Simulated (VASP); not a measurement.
# Cd2Ru (P6/mmm) in VASP: further runs, part 2 of 3

VASP 6.6.1. The steps go on from the part before.

### 3 Single point, r2SCAN

This run uses another cell than the first one, of 18.97 Å³/atom, 1.089 times its volume.

File POSCAR:

```
Cd2Ru
1.0
    3.9333167724      0.0000000000      0.0000000000
   -1.9666583862      3.4063522461      0.0000000000
    0.0000000000      0.0000000000      4.2469367144
Cd Ru
2 1
Direct
    0.3333333333      0.6666666667      0.5000000000
    0.6666666667      0.3333333333      0.5000000000
    0.0000000000      0.0000000000      0.0000000000
```

File INCAR.step1:

```
SYSTEM = Cd2Ru
ALGO = Normal
EDIFF = 1E-4
ENCUT = 520
GGA = PE
ISMEAR = 0
LASPH = .TRUE.
LCHARG = .FALSE.
LREAL = .FALSE.
LWAVE = .TRUE.
NBANDS = 26
NELM = 60
PREC = Accurate
SIGMA = 0.1
```

File INCAR.step2:

```
SYSTEM = Cd2Ru
ALGO = Normal
EDIFF = 1E-6
ENCUT = 520
ISIF = 2
ISMEAR = 0
ISTART = 1
LASPH = .TRUE.
LCHARG = .TRUE.
LELF = .TRUE.
LMIXTAU = .TRUE.
LREAL = .FALSE.
LVHAR = .TRUE.
LWAVE = .FALSE.
METAGGA = R2SCAN
NBANDS = 26
NELM = 60
PREC = Accurate
SIGMA = 0.1
```

File KPOINTS:

```
k-points
0
G
  6 6 4
  0 0 0
```

Potentials or basis: VASP PAW PBE potentials, release 64 (Cd, Ru_pv).

The run is started by

```console
$ cat potpaw_PBE.64/Cd/POTCAR potpaw_PBE.64/Ru_pv/POTCAR > POTCAR
$ cp INCAR.step1 INCAR
$ mpirun -np 1 vasp_std > vasp.out
$ cp INCAR.step2 INCAR
$ mpirun -np 1 vasp_std > vasp.out
```

OUTCAR:

```text
SYSTEM = Cd2Ru
   EDIFF = 1E-6
   ENCUT = 520
   ISIF = 2
   ISMEAR = 0
   ISTART = 1
   LASPH = .TRUE.
   LREAL = .FALSE.
   METAGGA = R2SCAN
   NELM = 60
   PREC = Accurate

 ion  position               nearest neighbor table
   1  0.333  0.667  0.500-   2 2.27   2 2.27   2 2.27   3 3.11   3 3.11   3 3.11   3 3.11   3 3.11
                             3 3.11
   2  0.667  0.333  0.500-   1 2.27   1 2.27   1 2.27   3 3.11   3 3.11   3 3.11   3 3.11   3 3.11
                             3 3.11
   3  0.000  0.000  0.000-   1 3.11   2 3.11   1 3.11   2 3.11   2 3.11   2 3.11   1 3.11   1 3.11
                             2 3.11   2 3.11   1 3.11   1 3.11

  LATTYP: Found a hexagonal cell.
 ALAT       =     3.9333167724
 C/A-ratio  =     1.0797342193

  Lattice vectors:

 A1 = (   3.9333167724,   0.0000000000,   0.0000000000)
 A2 = (  -1.9666583862,   3.4063522461,   0.0000000000)
 A3 = (   0.0000000000,   0.0000000000,   4.2469367144)

Analysis of symmetry for initial positions (statically):
=====================================================================
 Subroutine PRICEL returns:
 Original cell was already a primitive cell.

 Routine SETGRP: Setting up the symmetry group for a
 hexagonal supercell.

 Subroutine GETGRP returns: Found 24 space group operations
 (whereof 24 operations were pure point group operations)
 out of a pool of 24 trial point group operations.

The static configuration has the point symmetry D_6h.

Analysis of symmetry for dynamics (positions and initial velocities):
=====================================================================
 Subroutine PRICEL returns:
 Original cell was already a primitive cell.

 Routine SETGRP: Setting up the symmetry group for a
 hexagonal supercell.

 Subroutine GETGRP returns: Found 24 space group operations
 (whereof 24 operations were pure point group operations)
 out of a pool of 24 trial point group operations.

The dynamic configuration has the point symmetry D_6h.

 Subroutine INISYM returns: Found 24 space group operations
 (whereof 24 operations are pure point group operations),
 and found     1 'primitive' translations

----------------------------------------------------------------------------------------

                                     Primitive cell

  volume of cell :      56.9016

  direct lattice vectors                    reciprocal lattice vectors
     3.933316772  0.000000000  0.000000000     0.254238359  0.146784585  0.000000000
    -1.966658386  3.406352246  0.000000000     0.000000000  0.293569170  0.000000000
     0.000000000  0.000000000  4.246936714     0.000000000  0.000000000  0.235463834

  length of vectors
     3.933316772  3.933316772  4.246936714     0.293569170  0.293569170  0.235463834

  position of ions in fractional coordinates (direct lattice)
     0.333333333  0.666666667  0.500000000
     0.666666667  0.333333333  0.500000000
     0.000000000  0.000000000  0.000000000

  ion indices of the primitive-cell ions
   primitive index   ion index
                 1           1
                 2           2
                 3           3

----------------------------------------------------------------------------------------

 KPOINTS: k-points

Automatic generation of k-mesh.
 Grid dimensions read from file:
 generate k-points for:    6    6    4

 Generating k-lattice:

  Cartesian coordinates                     Fractional coordinates (reciprocal lattice)
     0.042373060  0.024464097  0.000000000     0.166666667  0.000000000  0.000000000
     0.000000000  0.048928195  0.000000000     0.000000000  0.166666667  0.000000000
     0.000000000  0.000000000  0.058865958     0.000000000  0.000000000  0.250000000

  Length of vectors
     0.048928195  0.048928195  0.058865958

  Shift w.r.t. Gamma in fractional coordinates (k-lattice)
     0.000000000  0.000000000  0.000000000

 Subroutine IBZKPT returns following result:
 ===========================================

 Found     21 irreducible k-points:

 Following reciprocal coordinates:
            Coordinates               Weight
  0.000000  0.000000  0.000000      1.000000
  0.166667  0.000000  0.000000      6.000000
  0.333333  0.000000  0.000000      6.000000
  0.500000  0.000000  0.000000      3.000000
  0.166667  0.166667  0.000000      6.000000
  0.333333  0.166667  0.000000     12.000000
[... 13 lines left out ...]
  0.333333  0.166667  0.500000     12.000000
  0.333333  0.333333  0.500000      2.000000
   k-points           NKPTS =     21   k-points in BZ     NKDIM =     21   number of bands    NBANDS=     26
   number of dos      NEDOS =    301   number of ions     NIONS =      3
   total plane-waves  NPLWV =  28800
   dimension x,y,z NGX =    30 NGY =   30 NGZ =   32
   dimension x,y,z NGXF=    60 NGYF=   60 NGZF=   64
   ions per type =               2   1
   NGX,Y,Z   is equivalent  to a cutoff of  12.68, 12.68, 12.53 a.u.
   NGXF,Y,Z  is equivalent  to a cutoff of  25.36, 25.36, 25.05 a.u.
 SYSTEM =  Cd2Ru
   PREC   = accura    normal or accurate (medium, high low for compatibility)
   ISTART =      1    job   : 0-new  1-cont  2-samecut
   ICHARG =      0    charge: 1-file 2-atom 10-const
   ISPIN  =      1    spin polarized calculation?
   LNONCOLLINEAR =      F non collinear calculations
   LSORBIT =      F    spin-orbit coupling
   LASPH  =      T    aspherical Exc in radial PAW
   ENCUT  =  520.0 eV  38.22 Ry    6.18 a.u.   7.31  7.31  7.90*2*pi/ulx,y,z
   NELM   =     60;   NELMIN=  2; NELMDL=  0     # of ELM steps
   EDIFF  = 0.1E-05   stopping-criterion for ELM
   LREAL  =      F    real-space projection
   EDIFFG = 0.1E-04   stopping-criterion for IOM
   NSW    =      0    number of steps for IOM
   IBRION =     -1    ionic relax: 0-MD 1-quasi-New 2-CG
   NFREE  =      0    steps in history (QN), initial steepest desc. (CG)
   ISIF   =      2    stress and relaxation
   ISYM   =      2    0-nonsym 1-usesym 2-fastsym
   POTIM  = 0.5000    time-step for ionic-motion
   TEBEG  =    0.0;   TEEND  =   0.0 temperature during run
   PSTRESS=    0.0 pullay stress
   NELECT =      38.0000    total number of electrons
   NUPDOWN=      -1.0000    fix difference up-down
   EMIN   =  10.00;   EMAX   =-10.00  energy-range for DOS
   EFERMI =   0.00;   METHOD = LEGACY
   ISMEAR =     0;   SIGMA  =   0.10  broadening in eV -4-tet -1-fermi 0-gaus
   EFERMI_NEDOS =   21; number of points for ismear=-14 and -15
   IALGO  =     38    algorithm
   IMIX   =      4    mixing-type and parameters
     AMIX     =   0.40;   BMIX     =  1.00
     AMIX_MAG =   1.60;   BMIX_MAG =  1.00
  volume/ion in A,a.u.               =      18.97       128.00
  Fermi-wavevector in a.u.,A,eV,Ry     =   1.430961  2.704125 27.859980  2.047651
  Thomas-Fermi vector in A             =   2.550750
   LORBIT       =      0    0 simple, 1 ext, 2 COOP (PROOUT), +10 PAW based schemes
   METAGGA = R2SCAN    functional components
   LHFCALC =     F    Hartree Fock is set to
   AEXX    =    0.0000 exact exchange contribution
   IVDW    =     0    specifies the selected vdW correction
   LEPSILON=     F    determine dielectric tensor
   LRPA    =     F    only Hartree local field effects (RPA)
 non-spin polarized calculation
 Gauss-broadening in eV      SIGMA  =   0.10
  energy-cutoff  :      520.00
  volume of cell :       56.90
 maximum number of plane-waves:      1552
 NGX is ok and might be reduce to    30
   NGX = 15   NGY = 15   NGZ = 15

 number of electron      37.9999994 magnetization

 Free energy of the ion-electron system (eV)
  ---------------------------------------------------
  ext. energy  EPLUGINS =         0.00000000
  ---------------------------------------------------
  free energy    TOTEN  =       -60.10857773 eV

  energy without entropy =      -60.09471340  energy(sigma->0) =      -60.10164557

 E-fermi :   4.6666     XC(G=0): -12.5985

 val. band max:        4.6311987238   @ k =   0.5000   0.0000   0.5000
 cond. band min:       4.6675565941   @ k =   0.3333   0.3333   0.0000
 fundamental gap:      0.0363578704
 Fermi energy:         4.6665947336

 k-point     1 :       0.0000    0.0000    0.0000
  band No.  band energies     occupation
      1     -38.4782      2.00000
      2     -38.3688      2.00000
      3     -38.3688      2.00000
      4      -6.8932      2.00000
      5      -6.1158      2.00000
      6      -6.1158      2.00000
[... 598 lines left out ...]
     25      15.3712      0.00000
     26      18.0178      0.00000

------------------------ aborting loop because EDIFF is reached ----------------------------------------

  FORCE on cell =-STRESS in cart. coord.  units (eV):
  Direction    XX          YY          ZZ          XY          YZ          ZX
  --------------------------------------------------------------------------------------
  -------------------------------------------------------------------------------------
  Total       15.9963732     15.9963732     -7.7503321      0.0000000      0.0000000     -0.0000000
  in kB      450.4098110    450.4098110   -218.2260679      0.0000000      0.0000000     -0.0000000
  external PRESSURE =     227.5311847 kB  Pullay stress =       0.0000000 kB

 VOLUME and BASIS-vectors are now :
 -----------------------------------------------------------------------------
  energy-cutoff  :      520.00
  volume of cell :       56.90
      direct lattice vectors                 reciprocal lattice vectors
     3.933316772  0.000000000  0.000000000     0.254238359  0.146784585  0.000000000
    -1.966658386  3.406352246  0.000000000     0.000000000  0.293569170  0.000000000
     0.000000000  0.000000000  4.246936714     0.000000000  0.000000000  0.235463834

 POSITION                                       TOTAL-FORCE (eV/Angst)
 -----------------------------------------------------------------------------------
     -0.00000      2.27090      2.12347         0.000000      0.000000      0.000000
      1.96666      1.13545      2.12347        -0.000000      0.000000      0.000000
      0.00000      0.00000      0.00000        -0.000000      0.000000      0.000000
 -----------------------------------------------------------------------------------
    total drift:                                0.000000     -0.000000      0.000000

  FREE ENERGIE OF THE ION-ELECTRON SYSTEM (eV)
  ---------------------------------------------------
  free  energy   TOTEN  =       -60.1085777343 eV

  energy  without entropy=      -60.0947134041  energy(sigma->0) =      -60.10164557
```

It took 54 s on 1 thread of Intel Xeon 6975P-C (Granite Rapids), shared host; peak memory 0.18 GiB.

Results:

| Quantity | Value |
| --- | --- |
| Free energy | -60.1086 eV |
| Pressure | 22.8 GPa |
| Band gap on the k mesh | zero (band 19 reaches 4.79 eV, above the bottom of band 20 at 4.04 eV) |

Levels at points of the mesh, in eV from the Fermi level:
```csv
k point,band 16,band 17,band 18,band 19,band 20,band 21,band 22,band 23
"(0.00, 0.00, 0.00)",-1.15,-1.15,-0.54,-0.54,0.41,5.58,7.07,7.07
"(0.50, 0.00, 0.00)",-1.65,-1.30,-0.54,-0.09,0.43,1.39,6.09,6.58
"(0.00, 0.00, 0.50)",-0.73,-0.73,-0.69,-0.69,-0.63,6.34,6.34,8.93
"(0.50, 0.00, 0.50)",-1.93,-1.82,-0.49,-0.30,-0.04,1.69,2.17,4.75
```

Caveat: the k points lie up to 0.37 Å⁻¹ apart; the PAW data sets were made with another functional, which shifts forces and pressure a little.

[end of part 2 of 3]
